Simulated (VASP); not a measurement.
# SrP4 (I4/mmm) in VASP: single point with PBE

Aim: the single point of SrP4 with PBE.

Everything below comes from runs of VASP 6.6.1. Logs are shortened: lines on timing, memory, paths and dates and some standing lists are left out, and cuts for length are marked.

### 1 The cell of the first run

Symmetry: I4/mmm, No. 139, tetragonal system. Conventional cell: a = 4.423 Å, b = 4.423 Å, c = 10.709 Å, α = 90.00°, β = 90.00°, γ = 90.00°. Within 4.5 Å of Sr (site symmetry 4/mmm) lie 18 P at 3.38 to 4.07 Å and 4 Sr at 4.42 Å. Within 3.4 Å of P (site symmetry 4mm) lie 5 P at 2.57 to 2.61 Å and 4 Sr at 3.38 Å. Within 3.5 Å of P (site symmetry -4m2) lie 8 P at 2.61 to 3.13 Å and 4 Sr at 3.47 Å.

### 2 Single point, PBE

The input, POSCAR:

```
SrP4
1.0
    0.0000000000      4.4232350000      0.0000000000
    4.4232350000      0.0000000000      0.0000000000
    2.2116180000      2.2116180000     -5.3547050000
Sr P
1 4
Direct
    0.0000000000      0.0000000000      0.0000000000
    0.3800000000      0.3800000000      0.2400000000
    0.6200000000      0.6200000000      0.7600000000
    0.7500000000      0.2500000000      0.5000000000
    0.2500000000      0.7500000000      0.5000000000
```

The input, INCAR.step1:

```
SYSTEM = SrP4
PREC = Accurate
ENCUT = 520
EDIFF = 1E-7
ISMEAR = -1
SIGMA = 0.1
LREAL = .False.
LASPH = .True.
NELM = 80
ALGO = Normal
ISIF = 2
LWAVE = .False.
LCHARG = .True.
GGA = PE
NBANDS = 23
```

The input, KPOINTS.step1:

```
Automatic mesh
0
Gamma
  8 8 8
  0 0 0
```

The input, INCAR.step2:

```
SYSTEM = SrP4
PREC = Accurate
ENCUT = 520
EDIFF = 1E-7
ISMEAR = -5
SIGMA = 0.1
LREAL = .False.
LASPH = .True.
NELM = 80
ALGO = Normal
ISIF = 2
LWAVE = .False.
LCHARG = .False.
GGA = PE
LORBIT = 11
NEDOS = 1001
ICHARG = 11
```

The input, KPOINTS.step2:

```
Automatic mesh
0
Gamma
  12 12 12
  0 0 0
```

Potentials or basis: VASP PAW PBE potentials, release 64 (Sr_sv, P).

The run is started by

```console
$ cat potpaw_PBE.64/Sr_sv/POTCAR potpaw_PBE.64/P/POTCAR > POTCAR
$ cp INCAR.step1 INCAR
$ cp KPOINTS.step1 KPOINTS
$ mpirun -np 1 vasp_std > vasp.out
$ cp INCAR.step2 INCAR
$ cp KPOINTS.step2 KPOINTS
$ mpirun -np 1 vasp_std > vasp.out
```

OUTCAR:

```text
SYSTEM = SrP4
   PREC = Accurate
   ENCUT = 520
   EDIFF = 1E-7
   ISMEAR = -5
   LREAL = .False.
   LASPH = .True.
   NELM = 80
   ISIF = 2
   GGA = PE
   LORBIT = 11
   ICHARG = 11

 ion  position               nearest neighbor table
   1  0.000  0.000  0.000-   3 3.38   2 3.38   3 3.38   2 3.38   2 3.38   3 3.38   3 3.38   2 3.38
                             4 3.47   5 3.47   5 3.47   4 3.47   5 3.47   4 3.47   5 3.47   4 3.47
   2  0.380  0.380  0.240-   3 2.57   5 2.61   4 2.61   4 2.61   5 2.61   1 3.38   1 3.38   1 3.38
                             1 3.38
   3  0.620  0.620  0.760-   2 2.57   4 2.61   5 2.61   4 2.61   5 2.61   1 3.38   1 3.38   1 3.38
                             1 3.38
   4  0.750  0.250  0.500-   2 2.61   3 2.61   3 2.61   2 2.61   1 3.47   1 3.47   1 3.47   1 3.47

   5  0.250  0.750  0.500-   2 2.61   3 2.61   3 2.61   2 2.61   1 3.47   1 3.47   1 3.47   1 3.47

  LATTYP: Found a body centered tetragonal cell.
 ALAT       =     4.4232350000
 C/A-ratio  =     2.4211713825

  Lattice vectors:

 A1 = (  -2.2116180000,   2.2116170000,   5.3547050000)
 A2 = (   2.2116170000,  -2.2116180000,   5.3547050000)
 A3 = (   2.2116180000,   2.2116180000,  -5.3547050000)

Analysis of symmetry for initial positions (statically):
=====================================================================
 Subroutine PRICEL returns:
 Original cell was already a primitive cell.

 Routine SETGRP: Setting up the symmetry group for a
 body centered tetragonal supercell.

 Subroutine GETGRP returns: Found 16 space group operations
 (whereof 16 operations were pure point group operations)
 out of a pool of 16 trial point group operations.

The static configuration has the point symmetry D_4h.

Analysis of symmetry for dynamics (positions and initial velocities):
=====================================================================
 Subroutine PRICEL returns:
 Original cell was already a primitive cell.

 Routine SETGRP: Setting up the symmetry group for a
 body centered tetragonal supercell.

 Subroutine GETGRP returns: Found 16 space group operations
 (whereof 16 operations were pure point group operations)
 out of a pool of 16 trial point group operations.

The dynamic configuration has the point symmetry D_4h.

 Subroutine INISYM returns: Found 16 space group operations
 (whereof 16 operations are pure point group operations),
 and found     1 'primitive' translations

----------------------------------------------------------------------------------------

                                     Primitive cell

  volume of cell :     104.7648

  direct lattice vectors                    reciprocal lattice vectors
     0.000000000  4.423235000  0.000000000     0.000000000  0.226078877  0.093375847
     4.423235000  0.000000000  0.000000000     0.226078877  0.000000000  0.093375847
     2.211618000  2.211618000 -5.354705000     0.000000000  0.000000000 -0.186751651

  length of vectors
     4.423235000  4.423235000  6.201239714     0.244603163  0.244603163  0.186751651

  position of ions in fractional coordinates (direct lattice)
     0.000000000  0.000000000  0.000000000
     0.380000000  0.380000000  0.240000000
     0.620000000  0.620000000  0.760000000
     0.750000000  0.250000000  0.500000000
     0.250000000  0.750000000  0.500000000

  ion indices of the primitive-cell ions
   primitive index   ion index
                 1           1
                 2           2
                 3           3
                 4           4
                 5           5

----------------------------------------------------------------------------------------

 KPOINTS: Automatic mesh

Automatic generation of k-mesh.
 Grid dimensions read from file:
 generate k-points for:   12   12   12

 Generating k-lattice:

  Cartesian coordinates                     Fractional coordinates (reciprocal lattice)
     0.000000000  0.018839906  0.007781321     0.083333333  0.000000000  0.000000000
     0.018839906  0.000000000  0.007781321     0.000000000  0.083333333  0.000000000
     0.000000000  0.000000000 -0.015562638     0.000000000  0.000000000  0.083333333

  Length of vectors
     0.020383597  0.020383597  0.015562638

  Shift w.r.t. Gamma in fractional coordinates (k-lattice)
     0.000000000  0.000000000  0.000000000

 TETIRR: Found   4878 inequivalent tetrahedra from    10368

 Subroutine IBZKPT returns following result:
 ===========================================

 Found    163 irreducible k-points:

 Following reciprocal coordinates:
            Coordinates               Weight
  0.000000  0.000000  0.000000      1.000000
  0.083333  0.000000  0.000000      8.000000
  0.166667  0.000000 -0.000000      8.000000
  0.250000  0.000000  0.000000      8.000000
  0.333333  0.000000  0.000000      8.000000
  0.416667  0.000000  0.000000      8.000000
[... 16 lines left out ...]
  0.500000  0.166667 -0.000000     16.000000
 -0.416667  0.166667 -0.000000     16.000000
 [... further k-points ...]
   k-points           NKPTS =    163   k-points in BZ     NKDIM =    163   number of bands    NBANDS=     19
   number of dos      NEDOS =   1001   number of ions     NIONS =      5
   total plane-waves  NPLWV =  62208
   dimension x,y,z NGX =    36 NGY =   36 NGZ =   48
   dimension x,y,z NGXF=    72 NGYF=   72 NGZF=   96
   ions per type =               1   4
   NGX,Y,Z   is equivalent  to a cutoff of  13.53, 13.53, 12.87 a.u.
   NGXF,Y,Z  is equivalent  to a cutoff of  27.06, 27.06, 25.74 a.u.
 SYSTEM =  SrP4
   PREC   = accura    normal or accurate (medium, high low for compatibility)
   ISTART =      0    job   : 0-new  1-cont  2-samecut
   ICHARG =     11    charge: 1-file 2-atom 10-const
   ISPIN  =      1    spin polarized calculation?
   LNONCOLLINEAR =      F non collinear calculations
   LSORBIT =      F    spin-orbit coupling
   LASPH  =      T    aspherical Exc in radial PAW
   ENCUT  =  520.0 eV  38.22 Ry    6.18 a.u.   8.22  8.22 11.53*2*pi/ulx,y,z
   NELM   =     80;   NELMIN=  2; NELMDL=  0     # of ELM steps
   EDIFF  = 0.1E-06   stopping-criterion for ELM
   LREAL  =      F    real-space projection
   EDIFFG = 0.1E-05   stopping-criterion for IOM
   NSW    =      0    number of steps for IOM
   IBRION =     -1    ionic relax: 0-MD 1-quasi-New 2-CG
   NFREE  =      0    steps in history (QN), initial steepest desc. (CG)
   ISIF   =      2    stress and relaxation
   ISYM   =      2    0-nonsym 1-usesym 2-fastsym
   POTIM  = 0.5000    time-step for ionic-motion
   TEBEG  =    0.0;   TEEND  =   0.0 temperature during run
   PSTRESS=    0.0 pullay stress
   NELECT =      30.0000    total number of electrons
   NUPDOWN=      -1.0000    fix difference up-down
   EMIN   =  10.00;   EMAX   =-10.00  energy-range for DOS
   EFERMI =   0.00;   METHOD = LEGACY
   ISMEAR =    -5;   SIGMA  =   0.10  broadening in eV -4-tet -1-fermi 0-gaus
   EFERMI_NEDOS =   21; number of points for ismear=-14 and -15
   IALGO  =     38    algorithm
   IMIX   =      4    mixing-type and parameters
     AMIX     =   0.40;   BMIX     =  1.00
     AMIX_MAG =   1.60;   BMIX_MAG =  1.00
  volume/ion in A,a.u.               =      20.95       141.40
  Fermi-wavevector in a.u.,A,eV,Ry     =   1.079055  2.039117 15.842061  1.164359
  Thomas-Fermi vector in A             =   2.215009
   LORBIT       =     11    0 simple, 1 ext, 2 COOP (PROOUT), +10 PAW based schemes
   GGA     = PE    functional components
   LHFCALC =     F    Hartree Fock is set to
   AEXX    =    0.0000 exact exchange contribution
   IVDW    =     0    specifies the selected vdW correction
   LEPSILON=     F    determine dielectric tensor
   LRPA    =     F    only Hartree local field effects (RPA)
 non-spin polarized calculation
 Fermi weights with tetrahedron method with Bloechl corrections
  energy-cutoff  :      520.00
  volume of cell :      104.76
 maximum number of plane-waves:      2863
 NGX is ok and might be reduce to    36

 number of electron      29.9999999 magnetization

 Free energy of the ion-electron system (eV)
  ---------------------------------------------------
  ext. energy  EPLUGINS =         0.00000000
  ---------------------------------------------------
  free energy    TOTEN  =       -22.56432174 eV

  energy without entropy =      -22.56432174  energy(sigma->0) =      -22.56432174

 E-fermi :   6.0739     XC(G=0):  -9.9414

 val. band max:        6.2188768643   @ k =   0.3333   0.0000   0.1667
 cond. band min:       5.9793359021   @ k =   0.5000   0.0000   0.2500
 fundamental gap:     -0.2395409622
 Fermi energy:         6.0738720463

 k-point     1 :       0.0000    0.0000    0.0000
  band No.  band energies     occupation
      1     -29.6939      2.00000
      2     -11.7344      2.00000
      3     -11.6931      2.00000
      4     -11.6931      2.00000
      5      -7.9962      2.00000
      6      -3.9673      2.00000
[... 11 lines left out ...]
     18       7.4212      0.00000
     19       8.9984      0.00000

 k-point     2 :       0.0833    0.0000    0.0000
  band No.  band energies     occupation
      1     -29.6936      2.00000
      2     -11.7341      2.00000
      3     -11.7024      2.00000
      4     -11.6923      2.00000
      5      -7.9413      2.00000
      6      -4.0549      2.00000
[... 11 lines left out ...]
     18       7.2927      0.00000
     19       8.9768      0.00000

 k-point     3 :       0.1667    0.0000   -0.0000
  band No.  band energies     occupation
      1     -29.6930      2.00000
      2     -11.7349      2.00000
      3     -11.7259      2.00000
      4     -11.6901      2.00000
      5      -7.7805      2.00000
      6      -4.3100      2.00000
[... 11 lines left out ...]
     18       7.2143      0.00000
     19       8.6794      0.00000

 k-point     4 :       0.2500    0.0000    0.0000
  band No.  band energies     occupation
      1     -29.6921      2.00000
      2     -11.7623      2.00000
      3     -11.7302      2.00000
      4     -11.6872      2.00000
      5      -7.5240      2.00000
      6      -4.7185      2.00000
[... 11 lines left out ...]
     18       7.5110      0.00000
     19       8.3063      0.00000

 k-point     5 :       0.3333    0.0000    0.0000
  band No.  band energies     occupation
      1     -29.6913      2.00000
      2     -11.7943      2.00000
      3     -11.7285      2.00000
      4     -11.6842      2.00000
      5      -7.1866      2.00000
      6      -5.2206      2.00000
[... 11 lines left out ...]
     18       7.9553      0.00000
     19       7.9963      0.00000
[... 334 lines left out ...]
      2     -11.7857      2.00000
      3     -11.7286      2.00000
      4     -11.7110      2.00000
      5      -6.9294      2.00000
      6      -5.2835      2.00000
[... 11 lines left out ...]
     18       7.6294      0.00000
     19       8.3328      0.00000

 k-point    22 :       0.4167    0.1667    0.0000
  band No.  band energies     occupation
      1     -29.6898      2.00000
      2     -11.8066      2.00000
      3     -11.7248      2.00000
      4     -11.7079      2.00000
      5      -6.5408      2.00000
      6      -5.7212      2.00000
[... 11 lines left out ...]
     18       7.7945      0.00000
     19       8.5856      0.00000

 k-point    23 :       0.5000    0.1667   -0.0000
  band No.  band energies     occupation
      1     -29.6896      2.00000
      2     -11.8144      2.00000
      3     -11.7217      2.00000
      4     -11.7067      2.00000
      5      -6.3546      2.00000
      6      -5.9040      2.00000
[... 11 lines left out ...]
     18       8.0755      0.00000
     19       8.4526      0.00000

 k-point    24 :      -0.4167    0.1667   -0.0000
  band No.  band energies     occupation
      1     -29.6898      2.00000
      2     -11.8068      2.00000
      3     -11.7204      2.00000
      4     -11.7077      2.00000
      5      -6.7161      2.00000
      6      -5.4556      2.00000
[... 11 lines left out ...]
     18       7.6678      0.00000
     19       8.3779      0.00000

 [... further k-points ...]

------------------------ aborting loop because EDIFF is reached ----------------------------------------

  FORCE on cell =-STRESS in cart. coord.  units (eV):
  Direction    XX          YY          ZZ          XY          YZ          ZX
  --------------------------------------------------------------------------------------
  -------------------------------------------------------------------------------------
  Total       -1.6640346     -1.6640346     -4.6148612     -0.0000000      0.0000004      0.0000004
  in kB      -25.4482170    -25.4482170    -70.5754487     -0.0000000      0.0000066      0.0000066
  external PRESSURE =     -40.4906276 kB  Pullay stress =       0.0000000 kB

 VOLUME and BASIS-vectors are now :
 -----------------------------------------------------------------------------
  energy-cutoff  :      520.00
  volume of cell :      104.76
      direct lattice vectors                 reciprocal lattice vectors
     0.000000000  4.423235000  0.000000000     0.000000000  0.226078877  0.093375847
     4.423235000  0.000000000  0.000000000     0.226078877  0.000000000  0.093375847
     2.211618000  2.211618000 -5.354705000     0.000000000  0.000000000 -0.186751651

 POSITION                                       TOTAL-FORCE (eV/Angst)
 -----------------------------------------------------------------------------------
      0.00000      0.00000      0.00000         0.000000      0.000000      0.000000
      2.21162      2.21162     -1.28513         0.000000      0.000000     -0.369588
      4.42324      4.42324     -4.06958        -0.000000     -0.000000      0.369588
      2.21162      4.42324     -2.67735         0.000000      0.000000     -0.000000
      4.42324      2.21162     -2.67735        -0.000000     -0.000000      0.000000
 -----------------------------------------------------------------------------------
    total drift:                               -0.000000      0.000000      0.000000

  FREE ENERGIE OF THE ION-ELECTRON SYSTEM (eV)
  ---------------------------------------------------
  free  energy   TOTEN  =       -22.5643217420 eV

  energy  without entropy=      -22.5643217420  energy(sigma->0) =      -22.56432174

 total charge

# of ion       s       p       d       tot
------------------------------------------
    1        2.009   5.756   0.203   7.968
    2        1.133   1.212   0.000   2.345
    3        1.133   1.212   0.000   2.345
    4        1.147   1.208   0.000   2.355
    5        1.147   1.208   0.000   2.355
--------------------------------------------------
tot          6.569  10.595   0.203  17.368
```

Run time: 7.7 min. Hardware: 1 thread of Intel Xeon 8259CL, shared host; peak memory 0.44 GiB.

Results:

- Valence electrons inside the program's atomic spheres: Sr 7.97; P 2.35

Caveat: tetrahedron occupations give inexact forces and stress in metals.
